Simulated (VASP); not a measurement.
# Mo (I4/mmm) in VASP: further runs

Runs on Mo. Level: PBE. Tasks: single point.

All numbers are computed with VASP 6.6.1; they aren't measurements. Logs are shortened: lines on timing, memory, paths and dates and some standing lists are left out, and cuts for length are marked.

### Step 1. The cell of the first run

Symmetry: I4/mmm, No. 139, tetragonal system. The conventional cell has a = 3.178 Å, b = 3.178 Å, c = 3.097 Å, α = 90.00°, β = 90.00°, γ = 90.00°. Within 3.6 Å of Mo (site symmetry 4/mmm) lie 14 Mo at 2.73 to 3.18 Å.

### Step 2. Single point, PBE (uniaxial strain along c: -2.0 %, then relaxed in part)

INCAR

```
PREC = Accurate ; ENCUT = 520
EDIFF = 1E-6 ; ISMEAR = 0
SIGMA = 0.1 ; LREAL = F
LASPH = T ; NELM = 60
ALGO = Fast ; ISIF = 2
LWAVE = F ; LCHARG = F
GGA = PE ; NBANDS = 21
```

KPOINTS

```
Automatic mesh
0
Gamma
  16 16 16
```

POSCAR

```
Mo
1.0
    3.1775421300      0.0000000000      0.0000000000
    0.0000000000      3.1775421300      0.0000000000
    0.0000000000      0.0000000000      3.0973901420
Mo
2
Direct
    0.0000000000      0.0000000000      0.0000000000
    0.5000000000      0.5000000000      0.5000000000
```

Potentials or basis: VASP PAW PBE potentials, release 64 (Mo_sv).

On the command line:

```console
cat potpaw_PBE.64/Mo_sv/POTCAR > POTCAR
mpirun -np 1 vasp_std > vasp.out
```

OUTCAR:

```text
PREC = Accurate
   ENCUT = 520
   EDIFF = 1E-6
   ISMEAR = 0
   LREAL = F
   LASPH = T
   NELM = 60
   ISIF = 2
   GGA = PE

 ion  position               nearest neighbor table
   1  0.000  0.000  0.000-   2 2.73   2 2.73   2 2.73   2 2.73   2 2.73   2 2.73   2 2.73   2 2.73

   2  0.500  0.500  0.500-   1 2.73   1 2.73   1 2.73   1 2.73   1 2.73   1 2.73   1 2.73   1 2.73

  LATTYP: Found a simple tetragonal cell.
 ALAT       =     3.1775421300
 C/A-ratio  =     0.9747754759

  Lattice vectors:

 A1 = (   3.1775421300,   0.0000000000,   0.0000000000)
 A2 = (   0.0000000000,   3.1775421300,   0.0000000000)
 A3 = (   0.0000000000,   0.0000000000,   3.0973901420)

Analysis of symmetry for initial positions (statically):
=====================================================================
 Subroutine PRICEL returns following result:

  LATTYP: Found a body centered tetragonal cell.
 ALAT       =     3.1775421300
 C/A-ratio  =     0.9747754759

  Lattice vectors:

 A1 = (  -1.5887710650,  -1.5887710650,  -1.5486950710)
 A2 = (   1.5887710650,   1.5887710650,  -1.5486950710)
 A3 = (   1.5887710650,  -1.5887710650,   1.5486950710)

   2 primitive cells build up your supercell.

 Routine SETGRP: Setting up the symmetry group for a
 simple tetragonal supercell.

 Subroutine GETGRP returns: Found 16 space group operations
 (whereof 16 operations were pure point group operations)
 out of a pool of 16 trial point group operations.

The static configuration has the point symmetry D_4h.

Analysis of symmetry for dynamics (positions and initial velocities):
=====================================================================
 Subroutine PRICEL returns following result:

  LATTYP: Found a body centered tetragonal cell.
 ALAT       =     3.1775421300
 C/A-ratio  =     0.9747754759

  Lattice vectors:

 A1 = (  -1.5887710650,  -1.5887710650,  -1.5486950710)
 A2 = (   1.5887710650,   1.5887710650,  -1.5486950710)
 A3 = (   1.5887710650,  -1.5887710650,   1.5486950710)

   2 primitive cells build up your supercell.

 Routine SETGRP: Setting up the symmetry group for a
 simple tetragonal supercell.

 Subroutine GETGRP returns: Found 16 space group operations
 (whereof 16 operations were pure point group operations)
 out of a pool of 16 trial point group operations.

The dynamic configuration has the point symmetry D_4h.
[... 86 lines left out ...]
   NGXF,Y,Z  is equivalent  to a cutoff of  25.11, 25.11, 25.76 a.u.
 SYSTEM =  unknown system
   PREC   = accura    normal or accurate (medium, high low for compatibility)
   ISTART =      0    job   : 0-new  1-cont  2-samecut
   ICHARG =      2    charge: 1-file 2-atom 10-const
   ISPIN  =      1    spin polarized calculation?
   LNONCOLLINEAR =      F non collinear calculations
   LSORBIT =      F    spin-orbit coupling
   LASPH  =      T    aspherical Exc in radial PAW
   ENCUT  =  520.0 eV  38.22 Ry    6.18 a.u.   5.91  5.91  5.76*2*pi/ulx,y,z
   NELM   =     60;   NELMIN=  2; NELMDL= -5     # of ELM steps
   EDIFF  = 0.1E-05   stopping-criterion for ELM
   LREAL  =      F    real-space projection
   EDIFFG = 0.1E-04   stopping-criterion for IOM
   NSW    =      0    number of steps for IOM
   IBRION =     -1    ionic relax: 0-MD 1-quasi-New 2-CG
   NFREE  =      0    steps in history (QN), initial steepest desc. (CG)
   ISIF   =      2    stress and relaxation
   ISYM   =      2    0-nonsym 1-usesym 2-fastsym
   POTIM  = 0.5000    time-step for ionic-motion
   TEBEG  =    0.0;   TEEND  =   0.0 temperature during run
   PSTRESS=    0.0 pullay stress
   NELECT =      28.0000    total number of electrons
   NUPDOWN=      -1.0000    fix difference up-down
   EMIN   =  10.00;   EMAX   =-10.00  energy-range for DOS
   EFERMI =   0.00;   METHOD = LEGACY
   ISMEAR =     0;   SIGMA  =   0.10  broadening in eV -4-tet -1-fermi 0-gaus
   EFERMI_NEDOS =   21; number of points for ismear=-14 and -15
   IALGO  =     68    algorithm
   IMIX   =      4    mixing-type and parameters
     AMIX     =   0.40;   BMIX     =  1.00
     AMIX_MAG =   1.60;   BMIX_MAG =  1.00
  volume/ion in A,a.u.               =      15.64       105.52
  Fermi-wavevector in a.u.,A,eV,Ry     =   1.577858  2.981720 33.873564  2.489637
  Thomas-Fermi vector in A             =   2.678477
   LORBIT       =      0    0 simple, 1 ext, 2 COOP (PROOUT), +10 PAW based schemes
   GGA     = PE    functional components
   LHFCALC =     F    Hartree Fock is set to
   AEXX    =    0.0000 exact exchange contribution
   IVDW    =     0    specifies the selected vdW correction
   LEPSILON=     F    determine dielectric tensor
   LRPA    =     F    only Hartree local field effects (RPA)
 non-spin polarized calculation
 RMM-DIIS sequential band-by-band and
 Gauss-broadening in eV      SIGMA  =   0.10
  energy-cutoff  :      520.00
  volume of cell :       31.27
 maximum number of plane-waves:       872
 NGX is ok and might be reduce to    24
   NGX = 11   NGY = 11   NGZ = 11

 number of electron      28.0000004 magnetization

 Free energy of the ion-electron system (eV)
  ---------------------------------------------------
  ext. energy  EPLUGINS =         0.00000000
  ---------------------------------------------------
  free energy    TOTEN  =       -21.85566911 eV

  energy without entropy =      -21.84907926  energy(sigma->0) =      -21.85237419

 E-fermi :  12.6058     XC(G=0): -13.3885

 val. band max:       12.6046794759   @ k =   0.5000   0.3750   0.0000
 cond. band min:      12.6087854402   @ k =   0.3750   0.0000   0.0000
 fundamental gap:      0.0041059642
 Fermi energy:        12.6057779349

 k-point     1 :       0.0000    0.0000    0.0000
  band No.  band energies     occupation
      1     -48.6917      2.00000
      2     -48.2422      2.00000
      3     -22.9479      2.00000
      4     -22.9479      2.00000
      5     -22.8695      2.00000
      6     -21.9620      2.00000
[... 565 lines left out ...]
     20      15.9337      0.00000
     21      26.9402      0.00000

 [... further k-points ...]
[... 5 lines left out ...]
  --------------------------------------------------------------------------------------
  -------------------------------------------------------------------------------------
  Total        0.1040465      0.1040465      1.6644042      0.0000000      0.0000000     -0.0000000
  in kB        5.3303946      5.3303946     85.2689351      0.0000000      0.0000000     -0.0000000
  external PRESSURE =      31.9765748 kB  Pullay stress =       0.0000000 kB

 VOLUME and BASIS-vectors are now :
 -----------------------------------------------------------------------------
  energy-cutoff  :      520.00
  volume of cell :       31.27
      direct lattice vectors                 reciprocal lattice vectors
     3.177542130  0.000000000  0.000000000     0.314708652  0.000000000  0.000000000
     0.000000000  3.177542130  0.000000000     0.000000000  0.314708652  0.000000000
     0.000000000  0.000000000  3.097390142     0.000000000  0.000000000  0.322852451

 POSITION                                       TOTAL-FORCE (eV/Angst)
 -----------------------------------------------------------------------------------
      0.00000      0.00000      0.00000         0.000000      0.000000     -0.000000
      1.58877      1.58877      1.54870        -0.000000     -0.000000      0.000000
 -----------------------------------------------------------------------------------
    total drift:                                0.000000      0.000000     -0.000000

  FREE ENERGIE OF THE ION-ELECTRON SYSTEM (eV)
  ---------------------------------------------------
  free  energy   TOTEN  =       -21.8556691101 eV

  energy  without entropy=      -21.8490792620  energy(sigma->0) =      -21.85237419
```

stdout:

```text
POSCAR found type information on POSCAR Mo
 POSCAR found :  1 types and       2 ions
 scaLAPACK will be used
 LDA part: xc-table for (Slater+PW92), standard interpolation
 POSCAR, INCAR and KPOINTS ok, starting setup
 FFT: planning ... GRIDC
 FFT: planning ... GRID_SOFT
 FFT: planning ... GRID
 WAVECAR not read
 entering main loop
```

Run time: 86 s. Hardware: 1 thread of Intel Xeon 6975P-C (Granite Rapids), shared host; peak memory 0.3 GiB.

Results:

| Quantity | Value |
| --- | --- |
| Free energy | -21.8557 eV |
| Pressure | 3.2 GPa |
| Band gap on the k mesh | zero (bands 14 and 15 overlap by 2.44 eV) |

Stress tensor (GPa, compression positive):
```
0.53 0.00 0.00
0.00 0.53 0.00
0.00 0.00 8.53
```

Levels at points of the mesh, in eV from the Fermi level:
```
           k point  band 10  band 11  band 12  band 13  band 14  band 15  band 16  band 17  band 18  band 19
(0.00, 0.00, 0.00)    -5.49    -5.42    -1.57    -1.28    -1.28     1.44     1.83     3.93     3.93     4.02
(0.50, 0.00, 0.00)    -3.81    -2.72    -2.72    -0.69    -0.69    -0.47    -0.47     0.90     0.90     3.24
(0.50, 0.50, 0.00)    -5.31    -3.20    -3.20     1.42     1.42     1.47     1.47     2.18     2.18     4.68
(0.00, 0.00, 0.50)    -3.66    -2.62    -2.62    -0.76    -0.76    -0.76    -0.76     0.76     0.76     3.76
(0.50, 0.00, 0.50)    -5.35    -3.52    -3.52     1.68     1.68     1.74     1.74     2.42     2.42     4.74
(0.50, 0.50, 0.50)    -2.69    -2.69    -2.69    -2.54    -2.54     2.33     2.33     2.52     2.52     9.60
```

Caveat: the cell differs from its parent crystal (uniaxial strain along c: -2.0 %, then relaxed in part); the cell stands under pressure.

### Step 3. Single point, PBE (uniaxial strain along c: -2.0 %)

INCAR

```
SYSTEM = Mo
PREC = Accurate
ENCUT = 520
EDIFF = 1E-6
ISMEAR = 0
SIGMA = 0.1
LREAL = .False.
LASPH = .True.
NELM = 80
ALGO = Fast
ISIF = 2
LWAVE = .False.
LCHARG = .True.
GGA = PE
LELF = .True.
LVHAR = .True.
NBANDS = 21
```

KPOINTS

```
Automatic mesh
0
Gamma
  16 16 16
  0 0 0
```

POSCAR

```
Mo
1.0
    3.1764051966      0.0000000000      0.0000000000
    0.0000000000      3.1764051966      0.0000000000
    0.0000000000      0.0000000000      3.0973901420
Mo
2
Direct
    0.0000000000      0.0000000000      0.0000000000
    0.5000000000      0.5000000000      0.5000000000
```

Potentials or basis: VASP PAW PBE potentials, release 64 (Mo_sv).

On the command line:

```console
cat potpaw_PBE.64/Mo_sv/POTCAR > POTCAR
mpirun -np 1 vasp_std > vasp.out
```

Wall time 2 min (1 thread of Intel Xeon 6975P-C (Granite Rapids), shared host); peak memory 0.3 GiB.

Results (log left out):

```
Free energy            : -21.8556 eV
Pressure               : 3.4 GPa
Band gap on the k mesh : zero (bands 14 and 15 overlap by 2.44 eV)
```

Stress tensor (GPa, compression positive):
```
0.76 0.00 0.00
0.00 0.76 0.00
0.00 0.00 8.66
```

Levels at points of the mesh, in eV from the Fermi level:
| k point | band 12 | band 13 | band 14 | band 15 | band 16 | band 17 |
| --- | --- | --- | --- | --- | --- | --- |
| (0.00, 0.00, 0.00) | -1.57 | -1.28 | -1.28 | 1.45 | 1.83 | 3.94 |
| (0.50, 0.00, 0.00) | -2.73 | -0.69 | -0.69 | -0.48 | -0.48 | 0.90 |
| (0.50, 0.50, 0.00) | -3.21 | 1.42 | 1.42 | 1.48 | 1.48 | 2.18 |
| (0.00, 0.00, 0.50) | -2.63 | -0.76 | -0.76 | -0.76 | -0.76 | 0.76 |
| (0.50, 0.00, 0.50) | -3.52 | 1.68 | 1.68 | 1.74 | 1.74 | 2.42 |
| (0.50, 0.50, 0.50) | -2.69 | -2.54 | -2.54 | 2.33 | 2.33 | 2.52 |

Caveat: the cell differs from its parent crystal (uniaxial strain along c: -2.0 %); the cell stands under pressure.
